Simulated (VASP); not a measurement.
Rh, 1 atom in the cell. The structure is cubic, space group Im-3m (No. 229). The conventional cell has a = 3.105 Å, b = 3.105 Å, c = 3.105 Å, α = 90.00°, β = 90.00°, γ = 90.00°. Rh (site symmetry m-3m) has 14 Rh at 2.69 to 3.11 Å within 3.5 Å. 

* Program: VASP 6.6.1
* Task: single point
* Functional: PBE
* Potentials or basis: VASP PAW PBE potentials, release 64 (Rh_pv)
* Cutoff: 520 eV
* k mesh: 18 × 18 × 18
* Occupations: fermi-dirac, width 0.1 eV
* Spin: no spin polarisation
* Dipole correction: no
* Further INCAR settings: ALGO = Normal; EDIFF = 1e-06; NBANDS = 14

Potentials or basis: VASP PAW PBE potentials, release 64 (Rh_pv).

Launch:

```console
$ cat potpaw_PBE.64/Rh_pv/POTCAR > POTCAR
$ mpirun -np 1 vasp_std > vasp.out
```

Hardware: 1 thread of AMD EPYC 7R43 64-Core Processor (Zen 3), with other jobs on the host.

How long does it take, and how much memory?

Run time: 28 s on 1 thread of AMD EPYC 7R43 64-Core Processor (Zen 3), on a shared host, peak memory 0.12 GiB. Counts: scf iterations 11, k points 195.
